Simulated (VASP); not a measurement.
Here is a VASP 6.6.1 calculation.

File INCAR:

```
PREC     = Accurate       # precision mode
ENCUT    = 600            # plane-wave cutoff, eV
EDIFF    = 1E-7           # SCF threshold, eV
ISMEAR   = 0              # smearing method
SIGMA    = 0.02           # smearing width, eV
LREAL    = False          # projectors in reciprocal space
LASPH    = True           # aspherical terms in the spheres
NELM     = 80             # most SCF steps
ALGO     = Normal         # electronic algorithm
ISIF     = 3              # what is computed and relaxed
LWAVE    = False          # write WAVECAR
LCHARG   = False          # write CHGCAR
GGA      = PE             # functional
IBRION   = 2              # ionic algorithm
NSW      = 100            # ionic steps
EDIFFG   = -0.01          # ionic threshold
```

The input KPOINTS:

```
Automatic mesh
0
Gamma
  6 6 4
```

Contents of POSCAR:

```
Zn2CdSe3
1.0
    4.1545905805      0.0000000000      0.0000000000
   -2.0772952902      3.5979809850      0.0000000000
    0.0000000000      0.0000000000     10.2564617252
Zn Cd Se
2 1 3
Direct
    0.0000000000      0.0000000000      0.0073486427
    0.6666666667      0.3333333333      0.3250097975
    0.3333333333      0.6666666667      0.6705969023
    0.0000000000      0.0000000000      0.2495774047
    0.6666666667      0.3333333333      0.5664066413
    0.3333333333      0.6666666667      0.9310606115
```

Potentials or basis: VASP PAW PBE potentials, release 64 (Zn, Cd, Se).

The run is started by

```console
$ cat potpaw_PBE.64/Zn/POTCAR potpaw_PBE.64/Cd/POTCAR potpaw_PBE.64/Se/POTCAR > POTCAR
$ mpirun -np 1 vasp_std > vasp.out
```

Problem. Estimate the relaxed volume.

Solution. 25.64 Å³/atom.

Problem. What does it give for the relaxed cell?

Solution. a = 4.160 Å, b = 4.160 Å, c = 10.265 Å, α = 90.00°, β = 90.00°, γ = 120.00°.

Problem. Estimate the band gap on the k mesh.

Solution. 0.69 eV.

Step by step:
```csv
step,energy change (eV),largest force (eV/Å),pressure (GPa),volume (Å³)
1,0.0000,0.0334,0.16,153.32
2,-0.0003,0.0079,-0.04,153.87
```

Caveat: semilocal functionals underestimate gaps, and a narrow one can read as zero.
